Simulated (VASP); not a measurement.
Wanted: the native input for a VASP 6.6.1 run.

```
Task                   : single point
Functional             : PBE
Potentials or basis    : VASP PAW PBE potentials, release 64 (Pt, S)
Cutoff                 : 520 eV
k mesh                 : 7 × 3 × 4
Occupations            : gaussian, width 0.1 eV
Spin                   : no spin polarisation
Hubbard terms          : Pt d U = 0.95 eV
Dipole correction      : no
Further INCAR settings : ALGO = Normal; EDIFF = 1e-06; NBANDS = 18; ISYM = 0
```

The structure of PtS2 lies in POSCAR:

```
PtS2
1.0
    3.5431994758      0.0000000000      0.0000000000
   -1.7715997379      3.0685007567      0.0000000000
    0.0000000000      0.0000000000      5.0388000000
Pt S
1 2
Direct
    0.0000000000      0.0000000000      0.0000000000
    0.3333333333      0.6666666667      0.2500000000
    0.6666666667      0.3333333333      0.7500000000
```

These files were run (other wordings do the same):

INCAR

```
PREC = Accurate
ENCUT = 520
EDIFF = 1E-6
ISMEAR = 0
SIGMA = 0.1
LREAL = F
LASPH = T
NELM = 150
ALGO = Normal
ISIF = 2
LWAVE = F
LCHARG = T
LMAXMIX = 4
LDAU = T
LDAUTYPE = 2
LDAUL = 2 -1
LDAUU = 0.95 0
LDAUJ = 0 0
LDAUPRINT = 1
GGA = PE
LELF = T
LVHAR = T
NBANDS = 18
ISYM = 0
```

KPOINTS

```
regular mesh
0
Gamma
  7 3 4
```

Potentials or basis: VASP PAW PBE potentials, release 64 (Pt, S).

The run is started by

```console
$ cat potpaw_PBE.64/Pt/POTCAR potpaw_PBE.64/S/POTCAR > POTCAR
$ mpirun -np 1 vasp_std > vasp.out
```

It gave:

```
Pressure               : 1.4 GPa
Largest force          : 0.454 eV/Å
Band gap on the k mesh : 0.46 eV, indirect (least direct gap 0.91 eV)
```

Caveat: the k points lie up to 0.68 Å⁻¹ apart; spin-orbit coupling is left out, which moves the levels of the heavy elements.

Run time: 51 s on 1 thread of AMD EPYC 7R43 64-Core Processor (Zen 3) (shared host), peak memory 0.16 GiB.
